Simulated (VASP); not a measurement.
# Ti2C (R-3m) in VASP: notebook

The runs below take Ti2C through single point, with PBEsol.

Everything below comes from runs of VASP 6.6.1. Logs are shortened: lines on timing, memory, paths and dates and some standing lists are left out, and cuts for length are marked.

**1. The cell of the first run**

Symmetry: R-3m, No. 166, trigonal system. The conventional cell has a = 3.081 Å, b = 3.081 Å, c = 14.441 Å, α = 90.00°, β = 90.00°, γ = 120.00°. Within 2.9 Å of Ti (site symmetry 3m) lie 3 C at 2.11 Å and 3 Ti at 2.89 Å. Within 2.8 Å of C (site symmetry -3m) lie 6 Ti at 2.11 Å.

**2. Single point, PBEsol**

Input file INCAR:

```
SYSTEM = Ti2C
ALGO = Normal
EDIFF = 1E-6
ENCUT = 520
GGA = PS
ISIF = 2
ISMEAR = 0
LASPH = .True.
LCHARG = .False.
LREAL = .False.
LWAVE = .False.
NBANDS = 21
NELM = 60
PREC = Accurate
SIGMA = 0.1
```

Input file KPOINTS:

```
k-points
0
Gamma
  9 9 9
  0 0 0
```

Input file POSCAR:

```
Ti2C
1.0
    1.5406981810      0.8895225095      4.8137698526
   -1.5406981810      0.8895225095      4.8137698526
    0.0000000000     -1.7790450190      4.8137698526
Ti C
2 1
Direct
    0.2454978300      0.2454978300      0.2454978300
    0.7545021700      0.7545021700      0.7545021700
    0.5000000000      0.5000000000      0.5000000000
```

Potentials or basis: VASP PAW PBE potentials, release 64 (Ti_sv, C).

On the command line:

```console
cat potpaw_PBE.64/Ti_sv/POTCAR potpaw_PBE.64/C/POTCAR > POTCAR
mpirun -np 1 vasp_std > vasp.out
```

OUTCAR:

```text
SYSTEM = Ti2C
   EDIFF = 1E-6
   ENCUT = 520
   GGA = PS
   ISIF = 2
   ISMEAR = 0
   LASPH = .True.
   LREAL = .False.
   NELM = 60
   PREC = Accurate

 ion  position               nearest neighbor table
   1  0.245  0.245  0.245-   3 2.11   3 2.11   3 2.11   2 2.89   2 2.89   2 2.89
   2  0.755  0.755  0.755-   3 2.11   3 2.11   3 2.11   1 2.89   1 2.89   1 2.89
   3  0.500  0.500  0.500-   1 2.11   2 2.11   1 2.11   1 2.11   2 2.11   2 2.11

  LATTYP: Found a trigonal (rhomboedric) cell.
 ALAT       =     5.1319958470
 COS(alpha) =     0.8197428324

  Lattice vectors:

 A1 = (   1.5406981810,   0.8895225095,   4.8137698526)
 A2 = (  -1.5406981810,   0.8895225095,   4.8137698526)
 A3 = (   0.0000000000,  -1.7790450190,   4.8137698526)

Analysis of symmetry for initial positions (statically):
=====================================================================
 Subroutine PRICEL returns:
 Original cell was already a primitive cell.

 Routine SETGRP: Setting up the symmetry group for a
 trigonal (rhombohedral) supercell.

 Subroutine GETGRP returns: Found 12 space group operations
 (whereof 12 operations were pure point group operations)
 out of a pool of 12 trial point group operations.

The static configuration has the point symmetry D_3d.

Analysis of symmetry for dynamics (positions and initial velocities):
=====================================================================
 Subroutine PRICEL returns:
 Original cell was already a primitive cell.

 Routine SETGRP: Setting up the symmetry group for a
 trigonal (rhombohedral) supercell.

 Subroutine GETGRP returns: Found 12 space group operations
 (whereof 12 operations were pure point group operations)
 out of a pool of 12 trial point group operations.

The dynamic configuration has the point symmetry D_3d.

 Subroutine INISYM returns: Found 12 space group operations
 (whereof 12 operations are pure point group operations),
 and found     1 'primitive' translations

----------------------------------------------------------------------------------------

                                     Primitive cell

  volume of cell :      39.5832

  direct lattice vectors                    reciprocal lattice vectors
     1.540698181  0.889522510  4.813769853     0.324528195  0.187366441  0.069245798
    -1.540698181  0.889522510  4.813769853    -0.324528195  0.187366441  0.069245798
     0.000000000 -1.779045019  4.813769853     0.000000000 -0.374732882  0.069245798

  length of vectors
     5.131995847  5.131995847  5.131995847     0.381077044  0.381077044  0.381077044

  position of ions in fractional coordinates (direct lattice)
     0.245497830  0.245497830  0.245497830
     0.754502170  0.754502170  0.754502170
     0.500000000  0.500000000  0.500000000

  ion indices of the primitive-cell ions
   primitive index   ion index
                 1           1
                 2           2
                 3           3

----------------------------------------------------------------------------------------

 KPOINTS: k-points

Automatic generation of k-mesh.
 Grid dimensions read from file:
 generate k-points for:    9    9    9

 Generating k-lattice:

  Cartesian coordinates                     Fractional coordinates (reciprocal lattice)
     0.036058688  0.020818493  0.007693978     0.111111111  0.000000000  0.000000000
    -0.036058688  0.020818493  0.007693978     0.000000000  0.111111111  0.000000000
     0.000000000 -0.041636987  0.007693978     0.000000000  0.000000000  0.111111111

  Length of vectors
     0.042341894  0.042341894  0.042341894

  Shift w.r.t. Gamma in fractional coordinates (k-lattice)
     0.000000000  0.000000000  0.000000000

 Subroutine IBZKPT returns following result:
 ===========================================

 Found     85 irreducible k-points:

 Following reciprocal coordinates:
            Coordinates               Weight
  0.000000  0.000000  0.000000      1.000000
  0.111111  0.000000 -0.000000      6.000000
  0.222222  0.000000 -0.000000      6.000000
  0.333333  0.000000  0.000000      6.000000
  0.444444  0.000000 -0.000000      6.000000
  0.111111  0.111111 -0.000000      6.000000
[... 16 lines left out ...]
 -0.333333  0.333333  0.000000      6.000000
  0.444444  0.444444 -0.000000      6.000000
 [... further k-points ...]
   k-points           NKPTS =     85   k-points in BZ     NKDIM =     85   number of bands    NBANDS=     21
   number of dos      NEDOS =    301   number of ions     NIONS =      3
   total plane-waves  NPLWV =  64000
   dimension x,y,z NGX =    40 NGY =   40 NGZ =   40
   dimension x,y,z NGXF=    80 NGYF=   80 NGZF=   80
   ions per type =               2   1
   NGX,Y,Z   is equivalent  to a cutoff of  12.96, 12.96, 12.96 a.u.
   NGXF,Y,Z  is equivalent  to a cutoff of  25.92, 25.92, 25.92 a.u.
 SYSTEM =  Ti2C
   PREC   = accura    normal or accurate (medium, high low for compatibility)
   ISTART =      0    job   : 0-new  1-cont  2-samecut
   ICHARG =      2    charge: 1-file 2-atom 10-const
   ISPIN  =      1    spin polarized calculation?
   LNONCOLLINEAR =      F non collinear calculations
   LSORBIT =      F    spin-orbit coupling
   LASPH  =      T    aspherical Exc in radial PAW
   ENCUT  =  520.0 eV  38.22 Ry    6.18 a.u.   9.54  9.54  9.54*2*pi/ulx,y,z
   NELM   =     60;   NELMIN=  2; NELMDL= -5     # of ELM steps
   EDIFF  = 0.1E-05   stopping-criterion for ELM
   LREAL  =      F    real-space projection
   EDIFFG = 0.1E-04   stopping-criterion for IOM
   NSW    =      0    number of steps for IOM
   IBRION =     -1    ionic relax: 0-MD 1-quasi-New 2-CG
   NFREE  =      0    steps in history (QN), initial steepest desc. (CG)
   ISIF   =      2    stress and relaxation
   ISYM   =      2    0-nonsym 1-usesym 2-fastsym
   POTIM  = 0.5000    time-step for ionic-motion
   TEBEG  =    0.0;   TEEND  =   0.0 temperature during run
   PSTRESS=    0.0 pullay stress
   NELECT =      28.0000    total number of electrons
   NUPDOWN=      -1.0000    fix difference up-down
   EMIN   =  10.00;   EMAX   =-10.00  energy-range for DOS
   EFERMI =   0.00;   METHOD = LEGACY
   ISMEAR =     0;   SIGMA  =   0.10  broadening in eV -4-tet -1-fermi 0-gaus
   EFERMI_NEDOS =   21; number of points for ismear=-14 and -15
   IALGO  =     38    algorithm
   IMIX   =      4    mixing-type and parameters
     AMIX     =   0.40;   BMIX     =  1.00
     AMIX_MAG =   1.60;   BMIX_MAG =  1.00
  volume/ion in A,a.u.               =      13.19        89.04
  Fermi-wavevector in a.u.,A,eV,Ry     =   1.458670  2.756487 28.949376  2.127719
  Thomas-Fermi vector in A             =   2.575328
   LORBIT       =      0    0 simple, 1 ext, 2 COOP (PROOUT), +10 PAW based schemes
   GGA     = PS    functional components
   LHFCALC =     F    Hartree Fock is set to
   AEXX    =    0.0000 exact exchange contribution
   IVDW    =     0    specifies the selected vdW correction
   LEPSILON=     F    determine dielectric tensor
   LRPA    =     F    only Hartree local field effects (RPA)
 non-spin polarized calculation
 Gauss-broadening in eV      SIGMA  =   0.10
  energy-cutoff  :      520.00
  volume of cell :       39.58
 maximum number of plane-waves:      1079
 NGX is ok and might be reduce to    40
   NGX = 19   NGY = 19   NGZ = 19

 number of electron      28.0000004 magnetization

 Free energy of the ion-electron system (eV)
  ---------------------------------------------------
  ext. energy  EPLUGINS =         0.00000000
  ---------------------------------------------------
  free energy    TOTEN  =       -28.41506057 eV

  energy without entropy =      -28.40527601  energy(sigma->0) =      -28.41016829

 E-fermi :   8.2557     XC(G=0): -11.9666

 val. band max:        8.2535436601   @ k =   0.2222   0.1111  -0.0000
 cond. band min:       8.2575856013   @ k =   0.4444   0.1111  -0.0000
 fundamental gap:      0.0040419412
 Fermi energy:         8.2557458838

 k-point     1 :       0.0000    0.0000    0.0000
  band No.  band energies     occupation
      1     -48.2604      2.00000
      2     -48.1576      2.00000
      3     -24.9444      2.00000
      4     -24.4142      2.00000
      5     -24.4142      2.00000
      6     -24.3752      2.00000
[... 13 lines left out ...]
     20      11.2515      0.00000
     21      12.3124      0.00000

 k-point     2 :       0.1111    0.0000   -0.0000
  band No.  band energies     occupation
      1     -48.2522      2.00000
      2     -48.1555      2.00000
      3     -24.9232      2.00000
      4     -24.4563      2.00000
      5     -24.4236      2.00000
      6     -24.3831      2.00000
[... 13 lines left out ...]
     20      11.3338      0.00000
     21      12.5239      0.00000

 k-point     3 :       0.2222    0.0000   -0.0000
  band No.  band energies     occupation
      1     -48.2305      2.00000
      2     -48.1511      2.00000
      3     -24.8660      2.00000
      4     -24.5574      2.00000
      5     -24.4778      2.00000
      6     -24.4474      2.00000
[... 13 lines left out ...]
     20      11.5512      0.00000
     21      13.0701      0.00000
[... 457 lines left out ...]
 k-point    23 :      -0.3333    0.3333    0.0000
  band No.  band energies     occupation
      1     -48.1591      2.00000
      2     -48.1591      2.00000
      3     -24.7608      2.00000
      4     -24.7177      2.00000
      5     -24.6907      2.00000
      6     -24.5486      2.00000
[... 13 lines left out ...]
     20      12.6397      0.00000
     21      12.6939      0.00000

 k-point    24 :       0.4444    0.4444   -0.0000
  band No.  band energies     occupation
      1     -48.1842      2.00000
      2     -48.1478      2.00000
      3     -24.8521      2.00000
      4     -24.8311      2.00000
      5     -24.5305      2.00000
      6     -24.5132      2.00000
[... 13 lines left out ...]
     20      11.7070      0.00000
     21      12.1518      0.00000

 [... further k-points ...]

------------------------ aborting loop because EDIFF is reached ----------------------------------------

  FORCE on cell =-STRESS in cart. coord.  units (eV):
  Direction    XX          YY          ZZ          XY          YZ          ZX
  --------------------------------------------------------------------------------------
  -------------------------------------------------------------------------------------
  Total       -1.1625057     -1.1625057     -1.0413324      0.0000000      0.0000000     -0.0000000
  in kB      -47.0537870    -47.0537870    -42.1491536      0.0000000      0.0000000     -0.0000000
  external PRESSURE =     -45.4189092 kB  Pullay stress =       0.0000000 kB

 VOLUME and BASIS-vectors are now :
 -----------------------------------------------------------------------------
  energy-cutoff  :      520.00
  volume of cell :       39.58
      direct lattice vectors                 reciprocal lattice vectors
     1.540698181  0.889522510  4.813769853     0.324528195  0.187366441  0.069245798
    -1.540698181  0.889522510  4.813769853    -0.324528195  0.187366441  0.069245798
     0.000000000 -1.779045019  4.813769853     0.000000000 -0.374732882  0.069245798

 POSITION                                       TOTAL-FORCE (eV/Angst)
 -----------------------------------------------------------------------------------
      0.00000      0.00000      3.54531         0.000000      0.000000     -0.159420
      0.00000      0.00000     10.89600         0.000000      0.000000      0.159420
      0.00000      0.00000      7.22065         0.000000     -0.000000     -0.000000
 -----------------------------------------------------------------------------------
    total drift:                                0.000000      0.000000     -0.000000

  FREE ENERGIE OF THE ION-ELECTRON SYSTEM (eV)
  ---------------------------------------------------
  free  energy   TOTEN  =       -28.4150605652 eV

  energy  without entropy=      -28.4052760073  energy(sigma->0) =      -28.41016829
```

It took 78 s on 1 thread of Intel Xeon 6975P-C (Granite Rapids), shared host; peak memory 0.26 GiB.

What came out:

```yaml
Free_energy: -28.4151 eV
Pressure: -4.5 GPa
Largest_force: 0.159 eV/Å
Band_gap_on_the_k_mesh: zero (bands 14 and 15 overlap by 0.81 eV)
```

Forces in eV/Å, atoms in the order of the input:
```
Ti   0.000  0.000 -0.159
Ti   0.000  0.000  0.159
C    0.000  0.000  0.000
```

Caveat: the cell stands under tension; the PAW data sets were made with another functional, which shifts forces and pressure a little.

**3. Single point, PBEsol**

Input file INCAR:

```
ALGO = Normal
EDIFF = 1E-6
ENCUT = 520
GGA = PS
ISIF = 2
ISMEAR = 0
LASPH = True
LCHARG = False
LREAL = False
LWAVE = False
NBANDS = 21
NELM = 100
PREC = Accurate
SIGMA = 0.2
```

Input file KPOINTS:

```
k-points
0
Gamma
  9 9 9
```

POSCAR is that of step 2.

Potentials or basis: VASP PAW PBE potentials, release 64 (Ti_sv, C).

On the command line:

```console
cat potpaw_PBE.64/Ti_sv/POTCAR potpaw_PBE.64/C/POTCAR > POTCAR
mpirun -np 1 vasp_std > vasp.out
```

It took 78 s on 1 thread of Intel Xeon 6975P-C (Granite Rapids), shared host; peak memory 0.26 GiB.

It converged, with:

```
Free energy            : -28.4294 eV
Pressure               : -4.4 GPa
Largest force          : 0.155 eV/Å
Band gap on the k mesh : zero (bands 14 and 15 overlap by 0.80 eV)
```

Forces in eV/Å, atoms in the order of the input:
```
Ti   0.000  0.000 -0.155
Ti   0.000  0.000  0.155
C    0.000  0.000  0.000
```

Stress tensor (GPa, compression positive):
```
-4.65  0.00  0.00
 0.00 -4.65  0.00
 0.00  0.00 -3.99
```

Levels at points of the mesh, in eV from the Fermi level:
```csv
k point,band 10,band 11,band 12,band 13,band 14,band 15,band 16,band 17,band 18,band 19
"(0.00, 0.00, 0.00)",-4.85,-2.54,-2.54,-2.00,0.49,0.49,1.00,1.94,1.94,3.01
```

Caveat: the cell stands under tension; the PAW data sets were made with another functional, which shifts forces and pressure a little.

The gap in the log of VASP goes by the Fermi energy; the results here count the filled bands.